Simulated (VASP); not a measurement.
# ZnS (F-43m) in VASP: notebook

Aim: see how the results for ZnS move with the level of theory and the settings. Levels: SVWN5, r2SCAN50, RPBE+D4. Tasks: relaxation of cell and atoms, single point.

All numbers are computed with VASP 6.6.1; they aren't measurements. Logs are shortened: lines on timing, memory, paths and dates and some standing lists are left out, and cuts for length are marked.

**The experiment to reproduce.**

From “Electronic, vibrational, and thermodynamic properties of ZnS (zincblende and rocksalt structure)”, 2009, arxiv:0911.5022, for a bulk crystal of ZnS at 19 K: band gap 3.85 eV (direct).

The runs below are set against these values where they give the same quantity.

## Step 1: The cell of the first run

Symmetry: F-43m, No. 216, cubic system. Conventional cell: a = 5.404 Å, b = 5.404 Å, c = 5.404 Å, α = 90.00°, β = 90.00°, γ = 90.00°. Within 3.1 Å of Zn (site symmetry -43m) lie 4 S at 2.34 Å. Within 3.1 Å of S (site symmetry -43m) lie 4 Zn at 2.34 Å.

## Step 2: Relaxation of cell and atoms, SVWN5

INCAR

```
ALGO = Normal ; EDIFF = 1E-6
EDIFFG = -0.01 ; ENCUT = 600
GGA = VW ; IBRION = 2
ISIF = 3 ; ISMEAR = -1
LASPH = True ; LCHARG = False
LREAL = False ; LWAVE = False
NELM = 60 ; NSW = 60
PREC = Accurate ; SIGMA = 0.05
```

KPOINTS

```
k-points
0
Gamma
  9 9 9
```

POSCAR

```
ZnS
1.0
    0.0000000000      2.7020000000      2.7020000000
    2.7020000000      0.0000000000      2.7020000000
    2.7020000000      2.7020000000      0.0000000000
Zn S
1 1
Direct
    0.7500000000      0.7500000000      0.7500000000
    0.0000000000      0.0000000000      0.0000000000
```

Potentials or basis: VASP PAW PBE potentials, release 64 (Zn, S).

On the command line:

```
> cat potpaw_PBE.64/Zn/POTCAR potpaw_PBE.64/S/POTCAR > POTCAR
> mpirun -np 1 vasp_std > vasp.out
```

OUTCAR:

```text
EDIFF = 1E-6
   EDIFFG = -0.01
   ENCUT = 600
   GGA = VW
   IBRION = 2
   ISIF = 3
   ISMEAR = -1
   LASPH = True
   LREAL = False
   NELM = 60
   NSW = 60
   PREC = Accurate

 ion  position               nearest neighbor table
   1  0.750  0.750  0.750-   2 2.34   2 2.34   2 2.34   2 2.34
   2  0.000  0.000  0.000-   1 2.34   1 2.34   1 2.34   1 2.34

  LATTYP: Found a face centered cubic cell.
 ALAT       =     5.4040000000

  Lattice vectors:

 A1 = (   0.0000000000,   2.7020000000,   2.7020000000)
 A2 = (   2.7020000000,   0.0000000000,   2.7020000000)
 A3 = (   2.7020000000,   2.7020000000,   0.0000000000)

Analysis of symmetry for initial positions (statically):
=====================================================================
 Subroutine PRICEL returns:
 Original cell was already a primitive cell.

 Routine SETGRP: Setting up the symmetry group for a
 face centered cubic supercell.

 Subroutine GETGRP returns: Found 24 space group operations
 (whereof 24 operations were pure point group operations)
 out of a pool of 48 trial point group operations.

The static configuration has the point symmetry T_d .

Analysis of symmetry for dynamics (positions and initial velocities):
=====================================================================
 Subroutine PRICEL returns:
 Original cell was already a primitive cell.

 Routine SETGRP: Setting up the symmetry group for a
 face centered cubic supercell.

 Subroutine GETGRP returns: Found 24 space group operations
 (whereof 24 operations were pure point group operations)
 out of a pool of 48 trial point group operations.

The dynamic configuration has the point symmetry T_d .

 Subroutine INISYM returns: Found 24 space group operations
 (whereof 24 operations are pure point group operations),
 and found     1 'primitive' translations

----------------------------------------------------------------------------------------

                                     Primitive cell

  volume of cell :      39.4535

  direct lattice vectors                    reciprocal lattice vectors
     0.000000000  2.702000000  2.702000000    -0.185048113  0.185048113  0.185048113
     2.702000000  0.000000000  2.702000000     0.185048113 -0.185048113  0.185048113
     2.702000000  2.702000000  0.000000000     0.185048113  0.185048113 -0.185048113

  length of vectors
     3.821205046  3.821205046  3.821205046     0.320512733  0.320512733  0.320512733

  position of ions in fractional coordinates (direct lattice)
     0.750000000  0.750000000  0.750000000
     0.000000000  0.000000000  0.000000000

  ion indices of the primitive-cell ions
   primitive index   ion index
                 1           1
                 2           2

----------------------------------------------------------------------------------------

 KPOINTS: k-points

Automatic generation of k-mesh.
 Grid dimensions read from file:
 generate k-points for:    9    9    9

 Generating k-lattice:

  Cartesian coordinates                     Fractional coordinates (reciprocal lattice)
    -0.020560901  0.020560901  0.020560901     0.111111111  0.000000000  0.000000000
     0.020560901 -0.020560901  0.020560901     0.000000000  0.111111111  0.000000000
     0.020560901  0.020560901 -0.020560901     0.000000000  0.000000000  0.111111111

  Length of vectors
     0.035612526  0.035612526  0.035612526

  Shift w.r.t. Gamma in fractional coordinates (k-lattice)
     0.000000000  0.000000000  0.000000000

 Subroutine IBZKPT returns following result:
 ===========================================

 Found     35 irreducible k-points:

 Following reciprocal coordinates:
            Coordinates               Weight
  0.000000  0.000000  0.000000      1.000000
  0.111111  0.000000  0.000000      8.000000
  0.222222  0.000000  0.000000      8.000000
  0.333333  0.000000  0.000000      8.000000
  0.444444  0.000000  0.000000      8.000000
  0.111111  0.111111  0.000000      6.000000
[... 16 lines left out ...]
 -0.333333  0.333333  0.000000     12.000000
  0.444444  0.444444  0.000000      6.000000
 [... further k-points ...]
   k-points           NKPTS =     35   k-points in BZ     NKDIM =     35   number of bands    NBANDS=     13
   number of dos      NEDOS =    301   number of ions     NIONS =      2
   total plane-waves  NPLWV =  32768
   dimension x,y,z NGX =    32 NGY =   32 NGZ =   32
   dimension x,y,z NGXF=    64 NGYF=   64 NGZF=   64
   ions per type =               1   1
   NGX,Y,Z   is equivalent  to a cutoff of  13.92, 13.92, 13.92 a.u.
   NGXF,Y,Z  is equivalent  to a cutoff of  27.84, 27.84, 27.84 a.u.
 SYSTEM =  unknown system
   PREC   = accura    normal or accurate (medium, high low for compatibility)
   ISTART =      0    job   : 0-new  1-cont  2-samecut
   ICHARG =      2    charge: 1-file 2-atom 10-const
   ISPIN  =      1    spin polarized calculation?
   LNONCOLLINEAR =      F non collinear calculations
   LSORBIT =      F    spin-orbit coupling
   LASPH  =      T    aspherical Exc in radial PAW
   ENCUT  =  600.0 eV  44.10 Ry    6.64 a.u.   7.63  7.63  7.63*2*pi/ulx,y,z
   NELM   =     60;   NELMIN=  2; NELMDL= -5     # of ELM steps
   EDIFF  = 0.1E-05   stopping-criterion for ELM
   LREAL  =      F    real-space projection
   EDIFFG = -.1E-01   stopping-criterion for IOM
   NSW    =     60    number of steps for IOM
   IBRION =      2    ionic relax: 0-MD 1-quasi-New 2-CG
   NFREE  =      1    steps in history (QN), initial steepest desc. (CG)
   ISIF   =      3    stress and relaxation
   ISYM   =      2    0-nonsym 1-usesym 2-fastsym
   POTIM  = 0.5000    time-step for ionic-motion
   TEBEG  =    0.0;   TEEND  =   0.0 temperature during run
   PSTRESS=    0.0 pullay stress
   NELECT =      18.0000    total number of electrons
   NUPDOWN=      -1.0000    fix difference up-down
   EMIN   =  10.00;   EMAX   =-10.00  energy-range for DOS
   EFERMI =   0.00;   METHOD = LEGACY
   ISMEAR =    -1;   SIGMA  =   0.05  broadening in eV -4-tet -1-fermi 0-gaus
   EFERMI_NEDOS =   21; number of points for ismear=-14 and -15
   IALGO  =     38    algorithm
   IMIX   =      4    mixing-type and parameters
     AMIX     =   0.40;   BMIX     =  1.00
     AMIX_MAG =   1.60;   BMIX_MAG =  1.00
  volume/ion in A,a.u.               =      19.73       133.12
  Fermi-wavevector in a.u.,A,eV,Ry     =   1.260290  2.381602 21.610537  1.588330
  Thomas-Fermi vector in A             =   2.393807
   LORBIT       =      0    0 simple, 1 ext, 2 COOP (PROOUT), +10 PAW based schemes
   GGA     = VW    functional components
   LHFCALC =     F    Hartree Fock is set to
   AEXX    =    0.0000 exact exchange contribution
   IVDW    =     0    specifies the selected vdW correction
   LEPSILON=     F    determine dielectric tensor
   LRPA    =     F    only Hartree local field effects (RPA)
 conjugate gradient relaxation of ions
 non-spin polarized calculation
  energy-cutoff  :      600.00
  volume of cell :       39.45
 maximum number of plane-waves:      1363
   NGX = 15   NGY = 15   NGZ = 15

--------------------------------------- Ionic step        1  -------------------------------------------

 number of electron      17.9999998 magnetization

 Free energy of the ion-electron system (eV)
  ---------------------------------------------------
  ext. energy  EPLUGINS =         0.00000000
  ---------------------------------------------------
  free energy    TOTEN  =        -8.11519947 eV

  energy without entropy =       -8.11519947  energy(sigma->0) =       -8.11519947

------------------------ aborting loop because EDIFF is reached ----------------------------------------

  FORCE on cell =-STRESS in cart. coord.  units (eV):
  Direction    XX          YY          ZZ          XY          YZ          ZX
  --------------------------------------------------------------------------------------
  -------------------------------------------------------------------------------------
  Total       -1.0711435     -1.0711435     -1.0711435      0.0000000      0.0000000      0.0000000
  in kB      -43.4982910    -43.4982910    -43.4982910      0.0000000      0.0000000      0.0000000
  external PRESSURE =     -43.4982910 kB  Pullay stress =       0.0000000 kB

 VOLUME and BASIS-vectors are now :
 -----------------------------------------------------------------------------
  energy-cutoff  :      600.00
  volume of cell :       39.45
      direct lattice vectors                 reciprocal lattice vectors
     0.000000000  2.702000000  2.702000000    -0.185048113  0.185048113  0.185048113
     2.702000000  0.000000000  2.702000000     0.185048113 -0.185048113  0.185048113
     2.702000000  2.702000000  0.000000000     0.185048113  0.185048113 -0.185048113
[... 109 lines left out ...]
 POSITION                                       TOTAL-FORCE (eV/Angst)
 -----------------------------------------------------------------------------------
      3.97269      3.97269      3.97269        -0.000000     -0.000000     -0.000000
      5.29692      5.29692      5.29692         0.000000      0.000000      0.000000
 -----------------------------------------------------------------------------------
    total drift:                                0.000000      0.000000      0.000000

  FREE ENERGIE OF THE ION-ELECTRON SYSTEM (eV)
  ---------------------------------------------------
  free  energy   TOTEN  =        -8.1472082416 eV

  energy  without entropy=       -8.1472082416  energy(sigma->0) =       -8.14720824

--------------------------------------- Ionic step        5  -------------------------------------------

 number of electron      17.9999995 magnetization

 Free energy of the ion-electron system (eV)
  ---------------------------------------------------
  ext. energy  EPLUGINS =         0.00000000
  ---------------------------------------------------
  free energy    TOTEN  =        -8.14725596 eV

  energy without entropy =       -8.14725596  energy(sigma->0) =       -8.14725596

 E-fermi :   3.3353     XC(G=0): -10.2992

 val. band max:        2.3908401390   @ k =   0.0000   0.0000   0.0000
 cond. band min:       4.5170819047   @ k =   0.0000   0.0000   0.0000
 fundamental gap:      2.1262417657
 Fermi energy:         3.3352677561

 k-point     1 :       0.0000    0.0000    0.0000
  band No.  band energies     occupation
      1     -11.1572      2.00000
      2      -4.3368      2.00000
      3      -4.3368      2.00000
      4      -4.3368      2.00000
      5      -3.7835      2.00000
      6      -3.7835      2.00000
      7       2.3908      2.00000
      8       2.3908      2.00000
      9       2.3908      2.00000
     10       4.5171      0.00000
     11       8.6250      0.00000
     12       8.6250      0.00000
     13       8.6250      0.00000

 k-point     2 :       0.1111    0.0000    0.0000
  band No.  band energies     occupation
      1     -11.0526      2.00000
      2      -4.3407      2.00000
      3      -4.3180      2.00000
      4      -4.3180      2.00000
      5      -3.7853      2.00000
      6      -3.7853      2.00000
      7       1.3845      2.00000
      8       2.2567      2.00000
      9       2.2567      2.00000
     10       5.2475      0.00000
     11       8.5459      0.00000
[... 339 lines left out ...]
 k-point    24 :       0.4444    0.4444    0.0000
  band No.  band energies     occupation
      1      -9.7875      2.00000
      2      -4.4179      2.00000
      3      -3.9698      2.00000
      4      -3.9698      2.00000
      5      -3.6991      2.00000
      6      -3.6129      2.00000
      7      -2.3227      2.00000
      8      -0.0134      2.00000
      9      -0.0134      2.00000
     10       5.5261      0.00000
     11       6.3458      0.00000
     12      13.2693      0.00000
     13      14.1203      0.00000

 [... further k-points ...]
[... 5 lines left out ...]
  --------------------------------------------------------------------------------------
  -------------------------------------------------------------------------------------
  Total       -0.0021940     -0.0021940     -0.0021940     -0.0000000     -0.0000000      0.0000000
  in kB       -0.0943642     -0.0943642     -0.0943642     -0.0000000     -0.0000000      0.0000000
  external PRESSURE =      -0.0943642 kB  Pullay stress =       0.0000000 kB

 VOLUME and BASIS-vectors are now :
 -----------------------------------------------------------------------------
  energy-cutoff  :      600.00
  volume of cell :       37.25
      direct lattice vectors                 reciprocal lattice vectors
    -0.000000000  2.650749997  2.650749997    -0.188625861  0.188625861  0.188625861
     2.650749997 -0.000000000  2.650749997     0.188625861 -0.188625861  0.188625861
     2.650749997  2.650749997  0.000000000     0.188625861  0.188625861 -0.188625861

 POSITION                                       TOTAL-FORCE (eV/Angst)
 -----------------------------------------------------------------------------------
      3.97612      3.97612      3.97612        -0.000000      0.000000      0.000000
      0.00000      0.00000      0.00000         0.000000     -0.000000     -0.000000
 -----------------------------------------------------------------------------------
    total drift:                                0.000000      0.000000      0.000000

  FREE ENERGIE OF THE ION-ELECTRON SYSTEM (eV)
  ---------------------------------------------------
  free  energy   TOTEN  =        -8.1472559595 eV

  energy  without entropy=       -8.1472559594  energy(sigma->0) =       -8.14725596

 reached required accuracy - stopping structural energy minimisation
```

It took 46 s on 1 thread of Intel Xeon Platinum 8259CL at 2.50GHz (Skylake/Cascade Lake), shared host; peak memory 0.17 GiB.

What came out:

```yaml
Free_energy: -8.1473 eV
Relaxed_volume: 18.63 Å³/atom
Relaxed_cell: a = 3.749 Å, b = 3.749 Å, c = 3.749 Å, α = 60.00°, β = 60.00°, γ = 60.00°
Space_group_after_relaxing_to_0.05_Å: F-43m (No. 216)
Energy_gained_by_relaxing: 16.0 meV/atom
Ionic_steps: 5
Pressure_after_relaxing: 0.0 GPa
Band_gap_on_the_k_mesh: 2.13 eV, direct
```

Step by step:
```
step  energy change (eV)  largest force (eV/Å)  pressure (GPa)  volume (Å³)
   1              0.0000                0.0000           -4.35        39.45
   2             -0.0277                0.0000            1.82        36.47
   3             -0.0321                0.0000           -0.18        37.22
   4             -0.0320                0.0000            0.16        37.15
   5             -0.0321                0.0000           -0.01        37.25
```

Final structure:
```cif
data_structure
_symmetry_space_group_name_H-M 'P 1'
_symmetry_Int_Tables_number 1
_cell_length_a 3.7487
_cell_length_b 3.7487
_cell_length_c 3.7487
_cell_angle_alpha 60.000
_cell_angle_beta 60.000
_cell_angle_gamma 60.000
_cell_volume 37.25
loop_
_atom_site_label
_atom_site_type_symbol
_atom_site_fract_x
_atom_site_fract_y
_atom_site_fract_z
_atom_site_occupancy
Zn1 Zn 0.75000 0.75000 0.75000 1
S1 S 0.00000 0.00000 0.00000 1
```

Caveat: the PAW data sets were made with another functional, which shifts forces and pressure a little.

## Step 3: Single point, r2SCAN50

This run uses another cell than the first one, of 20.91 Å³/atom, 1.060 times its volume.

POSCAR

```
ZnS
1.0
    0.0000000000      2.7549938462      2.7549938462
    2.7549938462      0.0000000000      2.7549938462
    2.7549938462      2.7549938462      0.0000000000
Zn S
1 1
Direct
    0.7500000000      0.7500000000      0.7500000000
    0.0000000000      0.0000000000      0.0000000000
```

INCAR.step1

```
SYSTEM = ZnS
  PREC = Accurate
  ENCUT = 520
  EDIFF = 1E-5
  ISMEAR = -1
  SIGMA = 0.05
  LREAL = .False.
  LASPH = .True.
  NELM = 60
  ALGO = Normal
  ISIF = 2
  LWAVE = .True.
  LCHARG = .False.
  NBANDS = 16
  GGA = PE
```

INCAR.step2

```
SYSTEM = ZnS
  PREC = Accurate
  ENCUT = 520
  EDIFF = 1E-6
  ISMEAR = -1
  SIGMA = 0.05
  LREAL = .False.
  LASPH = .True.
  NELM = 60
  ALGO = Normal
  ISIF = 2
  LWAVE = .False.
  LCHARG = .False.
  METAGGA = R2SCAN
  LHFCALC = .True.
  AEXX = 0.5
  LMIXTAU = .True.
  PRECFOCK = Normal
  NBANDS = 16
  ISTART = 1
```

KPOINTS

```
Automatic mesh
0
Gamma
  5 5 5
  0 0 0
```

Potentials or basis: VASP PAW PBE potentials, release 64 (Zn, S).

On the command line:

```
> cat potpaw_PBE.64/Zn/POTCAR potpaw_PBE.64/S/POTCAR > POTCAR
> cp INCAR.step1 INCAR
> mpirun -np 1 vasp_std > vasp.out
> cp INCAR.step2 INCAR
> mpirun -np 1 vasp_std > vasp.out
```

It took 8.7 min on 1 thread of Intel Xeon Platinum 8488C (Sapphire Rapids), shared host; peak memory 0.18 GiB.

It converged, with:

```yaml
Free_energy: -17.4345 eV
Pressure: -4.8 GPa
Band_gap_on_the_k_mesh: 5.78 eV, direct
```

Levels at points of the mesh, in eV from the valence-band top:
```
           k point  band 6  band 7  band 8  band 9  band 10  band 11  band 12  band 13
(0.00, 0.00, 0.00)   -9.17    0.00    0.00    0.00     5.78    10.61    10.61    10.61
```

Caveat: the PAW data sets were made with another functional, which shifts forces and pressure a little.

[end of part 1 of 2]
